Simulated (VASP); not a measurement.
Set up this calculation in VASP 6.6.1, as the native input.

| Item | Value |
| --- | --- |
| Task | single point |
| Functional | PBEsol |
| Potentials or basis | VASP PAW PBE potentials, release 64 (Y_sv, Se) |
| Cutoff | 520 eV |
| k mesh | 14 × 14 × 14 |
| Occupations | gaussian, width 0.15 eV |
| Spin | no spin polarisation |
| Dipole correction | no |
| Further INCAR settings | ALGO = Normal; EDIFF = 1e-07; NBANDS = 16 |

The structure of YSe lies in POSCAR:

```
YSe
1.0
    0.0000000000      2.9612500000      2.7887500000
    2.9612500000      0.0000000000      2.7887500000
    2.9612500000      2.9612500000      0.0000000000
Y Se
1 1
Direct
    0.0000000000      0.0000000000      0.0000000000
    0.5000000000      0.5000000000      0.5000000000
```

This cell differs from its parent crystal: strain +0.030 along x and y, -0.030 along z.

The input as run:

INCAR

```
PREC = Accurate
ENCUT = 520
EDIFF = 1E-7
ISMEAR = 0
SIGMA = 0.15
LREAL = F
LASPH = T
NELM = 80
ALGO = Normal
ISIF = 2
LWAVE = F
LCHARG = F
GGA = PS
NBANDS = 16
```

KPOINTS

```
regular mesh
0
Gamma
  14 14 14
```

Potentials or basis: VASP PAW PBE potentials, release 64 (Y_sv, Se).

Launch:

```console
$ cat potpaw_PBE.64/Y_sv/POTCAR potpaw_PBE.64/Se/POTCAR > POTCAR
$ mpirun -np 1 vasp_std > vasp.out
```

Results of the run:

* Pressure: -3.7 GPa

Caveat: the cell differs from its parent crystal (strain +0.030 along x and y, -0.030 along z); the PAW data sets were made with another functional, which shifts forces and pressure a little.

It took 79 s on 1 thread of Intel(R) Xeon(R) 6975P-C (Granite Rapids), with other jobs on the host, peak memory 0.36 GiB.
